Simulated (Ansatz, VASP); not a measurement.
# HfH6: VASP beside Ansatz

```
Hf H
1.0
     5.13865    0.00000    0.00000
     0.00000    5.13865    0.00000
     0.00000    0.00000    5.13865
Hf H
1 6
Direct
  0.00000 0.00000 0.00000
  0.39857 0.00000 0.00000
  0.60143 0.00000 0.00000
  0.00000 0.39857 0.00000
  0.00000 0.60143 0.00000
  0.00000 0.00000 0.39857
  0.00000 0.00000 0.60143
```

Alike in both runs: functional PBE; k mesh 8 × 8 × 8; occupations gaussian, width 0.1 eV; no spin polarisation.

Ansatz relaxed the structure, and its values are those at the end. VASP's run is a single point on that final structure, the one shown.

|  | VASP | Ansatz |
| --- | --- | --- |
| version | VASP 6.6.1 | Ansatz 0.2.0 |
| potentials or method | VASP PAW PBE potentials, release 64 (Hf_pv, H), cutoff 520 eV | scalar-relativistic, plane waves, PAW |
| valence electrons in the cell | 16 | 32 |

|  | VASP | Ansatz | Ansatz less VASP |
| --- | --- | --- | --- |
| gap on the k mesh at the Fermi level (eV) | none | none | - |
| pressure (GPa) | -0.2 | 0.0 | +0.13 |
| rms of the force components (eV/Å) | 0.008 | 0.002 | -0.0053 |

A gap of «none» marks a metal or a gap that the smearing closes. With one functional, cell and mesh, what is left measures potentials, basis and numerics. VASP's potentials hold 16 valence electrons a cell and Ansatz's 32, so a difference there can come from the potentials and not from the codes.

Spin-orbit coupling is off throughout.
